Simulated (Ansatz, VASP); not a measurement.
# Two plane-wave programs on GaN

```
Ga N
1.0
     2.24894   -2.24894    0.00000
     2.24894    0.00000   -2.24894
     9.22064    8.77085    8.99575
Ga N
6 6
Direct
  0.96042 0.00000 0.39580
  0.31042 0.33333 0.22913
  0.61042 0.66667 0.56247
  0.91042 0.00000 0.89580
  0.26042 0.33333 0.72913
  0.66042 0.66667 0.06247
  0.62292 0.66667 0.43747
  0.97292 0.00000 0.27080
  0.27292 0.33333 0.60413
  0.57292 0.66667 0.93747
  0.92292 0.00000 0.77080
  0.32292 0.33333 0.10413
```

Alike in both runs: task single point; functional r2SCAN; k mesh 10 × 10 × 2; occupations gaussian, width 0.05 eV; no spin polarisation.

```csv
,VASP,Ansatz
version,VASP 6.6.1,Ansatz 0.2.0
potentials or method,"VASP PAW PBE potentials, release 64 (Ga_d, N), cutoff 520 eV","scalar-relativistic, plane waves, PAW"
valence electrons in the cell,108,108
```

```csv
,VASP,Ansatz,Ansatz less VASP
gap on the k mesh at the Fermi level (eV),2.07,2.08,+0.009
least direct gap on the mesh (eV),2.07,2.08,+0.009
pressure (GPa),0.9,-0.1,-1.09
"traceless stress, the component that is largest in VASP (GPa)",-1.27,-1.28,-0.007
rms of the force components (eV/Å),0.124,0.125,+0.0011
```

VASP's potentials were made for PBE, not for r2SCAN. Atom by atom the forces differ by 0.007 eV/Å (rms over components).
